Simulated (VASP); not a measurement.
# Si62As (a cell with a defect) in VASP: further runs

Runs on Si62As (a cell with a defect). Level: LDA. Tasks: single point.

Everything below comes from runs of VASP 6.6.1. Logs are shortened: lines on timing, memory, paths and dates and some standing lists are left out, and cuts for length are marked.

**1. The cell of the first run**

The cell holds a defect, 63 atoms: a = 10.860 Å, b = 10.860 Å, c = 10.860 Å, α = 90.00°, β = 90.00°, γ = 90.00°.

**2. Single point, LDA**

INCAR

```
PREC = Accurate
ENCUT = 520
EDIFF = 1E-6
ISMEAR = -1
SIGMA = 0.05
LREAL = Auto
LASPH = T
NELM = 100
ALGO = Normal
ISIF = 2
LWAVE = F
LCHARG = T
GGA = CA
LELF = T
LVHAR = T
NELECT = 252.0
NBANDS = 164
```

KPOINTS

```
regular mesh
0
Gamma
  1 1 1
```

POSCAR

```
Si62As
1.0
   10.8600000000      0.0000000000      0.0000000000
    0.0000000000     10.8600000000      0.0000000000
    0.0000000000      0.0000000000     10.8600000000
Si As
62 1
Direct
    0.4986516385      0.0004643922     -0.0013419137
    0.6223942819      0.1256690643      0.1243543412
    0.7496684681      0.2507336547     -0.0005853422
    0.8734698437      0.3754882559      0.1259991202
    0.7497453552      0.0045681714      0.2455458260
    0.8724200955      0.1225580040      0.3770967100
   -0.0023458102      0.0007909560      0.0002872176
    0.1231700909      0.1250655923      0.1248141568
    0.2488496449      0.2503054092     -0.0001932838
    0.3741941260      0.3759525192      0.1248992028
    0.4983558424      0.5015265727      0.0003164812
    0.6259272988      0.6269117577      0.1278485437
    0.7494992643      0.7495623451      0.0002608930
    0.8725083089      0.8729510606      0.1276929884
    0.2477275944      0.0004552134      0.2496424785
    0.3736568534      0.1254689036      0.3731400346
    0.4988576969      0.2513678127      0.2496743279
    0.6245073244      0.3745157942      0.3754838203
    0.7494272087      0.5009746831      0.2526732607
    0.8741303069      0.6250158800      0.3788739902
    0.4953919013      0.0034956083      0.4994381359
    0.6260080956      0.1220661709      0.6230242863
    0.7495458320      0.2499700605      0.5006470608
    0.8750592278      0.3740197067      0.6259633434
    0.7494198499     -0.0027724025      0.7489946362
    0.8733174215      0.1240613706      0.8744559333
   -0.0006384305      0.4998560734      0.0006979482
    0.1238996204      0.6259114401      0.1257652824
    0.2489352458      0.7498194984     -0.0004262427
    0.3738641245      0.8769045908      0.1248441171
   -0.0022106274      0.2496395508      0.2492896435
    0.1243947896      0.3750169054      0.3755334865
    0.2496096649      0.5015616907      0.2490252272
    0.3766661773      0.6268540745      0.3769479917
    0.4954430846      0.7504229641      0.2466401729
   -0.0017361510     -0.0025724755      0.5003733741
    0.1239241337      0.1242244522      0.6241129247
    0.2488905188      0.2506357505      0.5003504162
    0.3752472104      0.3754475720      0.6243537702
    0.5017105099      0.5011142542      0.5002743437
    0.6280693468      0.6252198302      0.6247213359
    0.8743665460      0.8711277969      0.6251027335
    0.2496138232      0.0008923688      0.7483365717
    0.3738978549      0.1251357450      0.8741029187
    0.4984437666      0.2495280393      0.7485284112
    0.6248456146      0.3750828821      0.8749236542
    0.7509185982      0.4998953015      0.7501224306
    0.8748489326      0.6242084032      0.8760539982
   -0.0015982273      0.7495914720      0.2527003965
    0.1246840862      0.8746405467      0.3755017385
   -0.0006004885      0.4996332856      0.5016556103
    0.1250256873      0.6240233579      0.6258653585
    0.2491298838      0.7494910541      0.5006109015
    0.3768847212      0.8730646723      0.6231484824
   -0.0005126161      0.2492347904      0.7502939364
    0.1244256334      0.3747919740      0.8753836523
    0.2499320574      0.4997229457      0.7502723403
    0.3751545514      0.6258301913      0.8745163157
    0.5019273664      0.7497624323      0.7489867923
    0.6245031233      0.8746683864      0.8756287539
   -0.0003955255      0.7481773112      0.7505360810
    0.1244666045      0.8744682783      0.8750782578
    0.7362598269      0.7633553362      0.4869122236
```

Potentials or basis: VASP PAW LDA potentials, release 64 (Si, As).

Launch:

```
$ cat potpaw_LDA.64/Si/POTCAR potpaw_LDA.64/As/POTCAR > POTCAR
$ mpirun -np 1 vasp_gam > vasp.out
```

OUTCAR:

```text
PREC = Accurate
   ENCUT = 520
   EDIFF = 1E-6
   ISMEAR = -1
   LREAL = Auto
   LASPH = T
   NELM = 100
   ISIF = 2
   GGA = CA
   NELECT = 252.0

 ion  position               nearest neighbor table
   1  0.499  0.000  0.999-  44 2.34  30 2.35   2 2.35  60 2.35
   2  0.622  0.126  0.124-   5 2.32  17 2.35   1 2.35   3 2.37
   3  0.750  0.251  0.999-  46 2.34   4 2.35  26 2.35   2 2.37
   4  0.873  0.375  0.126-  31 2.34   3 2.35  27 2.35  19 2.36
   5  0.750  0.005  0.246-   2 2.32   6 2.34  14 2.34
   6  0.872  0.123  0.377-   5 2.34  23 2.34  36 2.35  31 2.38
   7  0.998  0.001  0.000-  26 2.34   8 2.35  62 2.37  14 2.39
   8  0.123  0.125  0.125-  15 2.34   7 2.35  31 2.35   9 2.36
   9  0.249  0.250  1.000-  56 2.34  44 2.36   8 2.36  10 2.36
  10  0.374  0.376  0.125-  17 2.35  11 2.35  33 2.35   9 2.36
  11  0.498  0.502  0.000-  58 2.34  10 2.35  46 2.37  12 2.39
  12  0.626  0.627  0.128-  35 2.34  13 2.34  19 2.35  11 2.39
  13  0.749  0.750  0.000-  12 2.34  14 2.34  60 2.35  48 2.35
  14  0.873  0.873  0.128-   5 2.34  13 2.34  49 2.35   7 2.39
  15  0.248  0.000  0.250-   8 2.34  16 2.35  30 2.35  50 2.35
  16  0.374  0.125  0.373-  21 2.32  15 2.35  17 2.35  38 2.36
  17  0.499  0.251  0.250-  10 2.35   2 2.35  16 2.35  18 2.35
  18  0.625  0.375  0.375-  40 2.35  19 2.35  17 2.35  23 2.35
  19  0.749  0.501  0.253-  18 2.35  12 2.35  20 2.35   4 2.36
  20  0.874  0.625  0.379-  51 2.34  19 2.35  49 2.35  63 2.42
  21  0.495  0.003  0.499-  16 2.32  54 2.34  22 2.34
  22  0.626  0.122  0.623-  21 2.34  23 2.34  25 2.35  45 2.39
[... 38 lines left out ...]
  61  1.000  0.748  0.751-  42 2.34  48 2.35  52 2.35  62 2.36
  62  0.124  0.874  0.875-  29 2.34  61 2.36  43 2.37   7 2.37
  63  0.736  0.763  0.487-  41 2.42  42 2.42  20 2.42

  LATTYP: Found a simple cubic cell.
 ALAT       =    10.8600000000

  Lattice vectors:

 A1 = (  10.8600000000,   0.0000000000,   0.0000000000)
 A2 = (   0.0000000000,  10.8600000000,   0.0000000000)
 A3 = (   0.0000000000,   0.0000000000,  10.8600000000)

Analysis of symmetry for initial positions (statically):
=====================================================================
 Subroutine PRICEL returns:
 Original cell was already a primitive cell.

 Routine SETGRP: Setting up the symmetry group for a
 simple cubic supercell.

 Subroutine GETGRP returns: Found  1 space group operations
 (whereof  1 operations were pure point group operations)
 out of a pool of 48 trial point group operations.

The static configuration has the point symmetry C_1 .

Analysis of symmetry for dynamics (positions and initial velocities):
=====================================================================
 Subroutine PRICEL returns:
 Original cell was already a primitive cell.

 Routine SETGRP: Setting up the symmetry group for a
 simple cubic supercell.

 Subroutine GETGRP returns: Found  1 space group operations
 (whereof  1 operations were pure point group operations)
 out of a pool of 48 trial point group operations.

The dynamic configuration has the point symmetry C_1 .

 Subroutine INISYM returns: Found  1 space group operations
 (whereof  1 operations are pure point group operations),
 and found     1 'primitive' translations

----------------------------------------------------------------------------------------

                                     Primitive cell

  volume of cell :    1280.8241

  direct lattice vectors                    reciprocal lattice vectors
    10.860000000  0.000000000  0.000000000     0.092081031  0.000000000  0.000000000
     0.000000000 10.860000000  0.000000000     0.000000000  0.092081031  0.000000000
     0.000000000  0.000000000 10.860000000     0.000000000  0.000000000  0.092081031

  length of vectors
    10.860000000 10.860000000 10.860000000     0.092081031  0.092081031  0.092081031

  position of ions in fractional coordinates (direct lattice)
     0.498651639  0.000464392  0.998658086
     0.622394282  0.125669064  0.124354341
     0.749668468  0.250733655  0.999414658
     0.873469844  0.375488256  0.125999120
     0.749745355  0.004568171  0.245545826
     0.872420095  0.122558004  0.377096710
[... 55 lines left out ...]
     0.124466605  0.874468278  0.875078258
     0.736259827  0.763355336  0.486912224

  ion indices of the primitive-cell ions
   primitive index   ion index
                 1           1
                 2           2
                 3           3
                 4           4
                 5           5
                 6           6
[... 55 lines left out ...]
                62          62
                63          63

----------------------------------------------------------------------------------------

 KPOINTS: regular mesh

Automatic generation of k-mesh.
 Grid dimensions read from file:
 generate k-points for:    1    1    1

 Generating k-lattice:

  Cartesian coordinates                     Fractional coordinates (reciprocal lattice)
     0.092081031  0.000000000  0.000000000     1.000000000  0.000000000  0.000000000
     0.000000000  0.092081031  0.000000000     0.000000000  1.000000000  0.000000000
     0.000000000  0.000000000  0.092081031     0.000000000  0.000000000  1.000000000

  Length of vectors
     0.092081031  0.092081031  0.092081031

  Shift w.r.t. Gamma in fractional coordinates (k-lattice)
     0.000000000  0.000000000  0.000000000

 Subroutine IBZKPT returns following result:
 ===========================================

 Found      1 irreducible k-points:

 Following reciprocal coordinates:
            Coordinates               Weight
  0.000000  0.000000  0.000000      1.000000
   k-points           NKPTS =      1   k-points in BZ     NKDIM =      1   number of bands    NBANDS=    164
   number of dos      NEDOS =    301   number of ions     NIONS =     63
   total plane-waves  NPLWV = 592704
   dimension x,y,z NGX =    84 NGY =   84 NGZ =   84
   dimension x,y,z NGXF=   168 NGYF=  168 NGZF=  168
   ions per type =              62   1
   NGX,Y,Z   is equivalent  to a cutoff of  12.86, 12.86, 12.86 a.u.
   NGXF,Y,Z  is equivalent  to a cutoff of  25.72, 25.72, 25.72 a.u.
 SYSTEM =  unknown system
   PREC   = accura    normal or accurate (medium, high low for compatibility)
   ISTART =      0    job   : 0-new  1-cont  2-samecut
   ICHARG =      2    charge: 1-file 2-atom 10-const
   ISPIN  =      1    spin polarized calculation?
   LNONCOLLINEAR =      F non collinear calculations
   LSORBIT =      F    spin-orbit coupling
   LASPH  =      T    aspherical Exc in radial PAW
   ENCUT  =  520.0 eV  38.22 Ry    6.18 a.u.  20.19 20.19 20.19*2*pi/ulx,y,z
   NELM   =    100;   NELMIN=  2; NELMDL= -5     # of ELM steps
   EDIFF  = 0.1E-05   stopping-criterion for ELM
   LREAL  =      T    real-space projection
   EDIFFG = 0.1E-04   stopping-criterion for IOM
   NSW    =      0    number of steps for IOM
   IBRION =     -1    ionic relax: 0-MD 1-quasi-New 2-CG
   NFREE  =      0    steps in history (QN), initial steepest desc. (CG)
   ISIF   =      2    stress and relaxation
   ISYM   =      2    0-nonsym 1-usesym 2-fastsym
   POTIM  = 0.5000    time-step for ionic-motion
   TEBEG  =    0.0;   TEEND  =   0.0 temperature during run
   PSTRESS=    0.0 pullay stress
   NELECT =     252.0000    total number of electrons
   NUPDOWN=      -1.0000    fix difference up-down
   EMIN   =  10.00;   EMAX   =-10.00  energy-range for DOS
   EFERMI =   0.00;   METHOD = LEGACY
   ISMEAR =    -1;   SIGMA  =   0.05  broadening in eV -4-tet -1-fermi 0-gaus
   EFERMI_NEDOS =   21; number of points for ismear=-14 and -15
   IALGO  =     38    algorithm
   IMIX   =      4    mixing-type and parameters
     AMIX     =   0.40;   BMIX     =  1.00
     AMIX_MAG =   1.60;   BMIX_MAG =  1.00
  volume/ion in A,a.u.               =      20.33       137.20
  Fermi-wavevector in a.u.,A,eV,Ry     =   0.952164  1.799329 12.335269  0.906617
  Thomas-Fermi vector in A             =   2.080702
   LORBIT       =      0    0 simple, 1 ext, 2 COOP (PROOUT), +10 PAW based schemes
   GGA     = CA    functional components
   LHFCALC =     F    Hartree Fock is set to
   AEXX    =    0.0000 exact exchange contribution
   IVDW    =     0    specifies the selected vdW correction
   LEPSILON=     F    determine dielectric tensor
   LRPA    =     F    only Hartree local field effects (RPA)
 non-spin polarized calculation
  energy-cutoff  :      520.00
  volume of cell :     1280.82
 maximum number of plane-waves:     17229
 NGX is ok and might be reduce to    84
   NGX = 41   NGY = 41   NGZ = 41

 number of electron     251.9999985 magnetization

 Free energy of the ion-electron system (eV)
  ---------------------------------------------------
  ext. energy  EPLUGINS =         0.00000000
  ---------------------------------------------------
  free energy    TOTEN  =      -371.67488532 eV

  energy without entropy =     -371.64861913  energy(sigma->0) =     -371.66175222

 E-fermi :   5.9680     XC(G=0):  -9.5314

 val. band max:        5.7827891050   @ k =   0.0000   0.0000   0.0000
 cond. band min:       6.2034047398   @ k =   0.0000   0.0000   0.0000
 fundamental gap:      0.4206156347
 Fermi energy:         5.9680466197

 k-point     1 :       0.0000    0.0000    0.0000
  band No.  band energies     occupation
      1      -6.4186      2.00000
      2      -5.8757      2.00000
      3      -5.2299      2.00000
      4      -5.2288      2.00000
      5      -5.2245      2.00000
      6      -5.2243      2.00000
[... 130 lines left out ...]
    137       6.6990      0.00000
    138       6.8224      0.00000
 [bands above 138 left out]

------------------------ aborting loop because EDIFF is reached ----------------------------------------

  FORCE on cell =-STRESS in cart. coord.  units (eV):
  Direction    XX          YY          ZZ          XY          YZ          ZX
  --------------------------------------------------------------------------------------
  -------------------------------------------------------------------------------------
  Total      -18.1356909    -18.2038139    -18.2304724     -3.5548009     -3.6198287      3.5796982
  in kB      -22.6858582    -22.7710729    -22.8044199     -4.4466852     -4.5280283      4.4778292
  external PRESSURE =     -22.7537836 kB  Pullay stress =       0.0000000 kB

 VOLUME and BASIS-vectors are now :
 -----------------------------------------------------------------------------
  energy-cutoff  :      520.00
  volume of cell :     1280.82
      direct lattice vectors                 reciprocal lattice vectors
    10.860000000  0.000000000  0.000000000     0.092081031  0.000000000  0.000000000
     0.000000000 10.860000000  0.000000000     0.000000000  0.092081031  0.000000000
     0.000000000  0.000000000 10.860000000     0.000000000  0.000000000  0.092081031

 POSITION                                       TOTAL-FORCE (eV/Angst)
 -----------------------------------------------------------------------------------
      5.41536      0.00504     10.84543         0.009607     -0.001545      0.008942
      6.75920      1.36477      1.35049        -0.008267      0.004022     -0.007182
      8.14140      2.72297     10.85364        -0.010397     -0.003167     -0.007039
      9.48588      4.07780      1.36835         0.007351     -0.002347      0.005638
      8.14223      0.04961      2.66663         0.014029      0.005072     -0.008434
      9.47448      1.33098      4.09527         0.002761     -0.002319      0.001287
[... 55 lines left out ...]
      1.35171      9.49673      9.50335        -0.008584      0.025501     -0.007766
      7.99578      8.29004      5.28787        -0.006876      0.012378     -0.021568
 -----------------------------------------------------------------------------------
    total drift:                               -0.017567      0.000125      0.004539

  FREE ENERGIE OF THE ION-ELECTRON SYSTEM (eV)
  ---------------------------------------------------
  free  energy   TOTEN  =      -371.6748853166 eV

  energy  without entropy=     -371.6486191311  energy(sigma->0) =     -371.66175222
```

Run time: 5.4 min. Hardware: 1 thread of Oxide Virtual Turin-like, shared host; peak memory 0.67 GiB.

Results:

| Quantity | Value |
| --- | --- |
| Free energy | -371.6749 eV |
| Largest force | 0.039 eV/Å |

Forces in eV/Å, atoms in the order of the input:
```
Si   0.010 -0.002  0.009
Si  -0.008  0.004 -0.007
Si  -0.010 -0.003 -0.007
Si   0.007 -0.002  0.006
Si   0.014  0.005 -0.008
Si   0.003 -0.002  0.001
Si   0.001  0.001  0.004
Si   0.006  0.005  0.005
Si   0.005  0.004  0.003
Si  -0.009 -0.009 -0.007
Si   0.004  0.002  0.010
Si   0.002  0.001  0.001
Si  -0.007  0.003 -0.006
Si   0.004  0.004 -0.004
Si   0.002 -0.005 -0.001
Si   0.007 -0.001 -0.007
Si   0.001 -0.006  0.000
Si  -0.004 -0.002 -0.005
Si  -0.005 -0.008 -0.002
Si   0.007 -0.005 -0.027
Si  -0.022  0.021  0.025
Si  -0.001  0.002  0.000
Si  -0.006  0.003 -0.005
Si   0.006 -0.011  0.001
Si  -0.001  0.006  0.009
Si   0.005 -0.003  0.010
Si   0.006 -0.004  0.009
Si  -0.001 -0.013  0.001
Si   0.003  0.007 -0.005
Si  -0.004  0.007 -0.007
Si   0.001 -0.005 -0.012
Si  -0.004  0.009 -0.019
Si   0.008 -0.004  0.003
Si   0.000  0.007 -0.002
Si  -0.020 -0.027 -0.020
Si   0.008  0.003 -0.002
Si  -0.006 -0.002  0.007
Si  -0.003  0.004 -0.007
Si   0.001 -0.002  0.002
Si   0.000 -0.019 -0.001
Si  -0.020 -0.011  0.017
Si   0.008  0.020  0.016
Si   0.009 -0.006  0.009
Si   0.005  0.010 -0.001
Si   0.001 -0.013  0.003
Si  -0.018  0.005 -0.003
Si   0.014 -0.004  0.001
Si   0.005 -0.001  0.011
Si   0.001  0.007  0.001
Si   0.008  0.009 -0.012
Si   0.004 -0.004  0.019
Si   0.013 -0.007  0.010
Si  -0.001  0.006 -0.006
Si  -0.001  0.002 -0.004
Si   0.009  0.001  0.003
Si   0.005 -0.003 -0.006
Si  -0.008 -0.006  0.008
Si  -0.001 -0.001  0.004
Si  -0.006 -0.001  0.013
Si  -0.006  0.005  0.005
Si  -0.003 -0.009 -0.006
Si  -0.009  0.026 -0.008
As  -0.007  0.012 -0.022
```

Levels at points of the mesh, in eV from the Fermi level:
```
           k point  band 122  band 123  band 124  band 125  band 126  band 127  band 128  band 129  band 130  band 131
(0.00, 0.00, 0.00)     -1.49     -0.86     -0.62     -0.62     -0.19      0.24      0.24      0.30      0.33      0.33
```

Caveat: the k points lie up to 0.58 Å⁻¹ apart; the cell carries a net charge on a neutralising background, which shifts energy and pressure; the cell is charged against a uniform background, so pressure and absolute levels hang on convention.

(Part 1 of 3 ends here.)
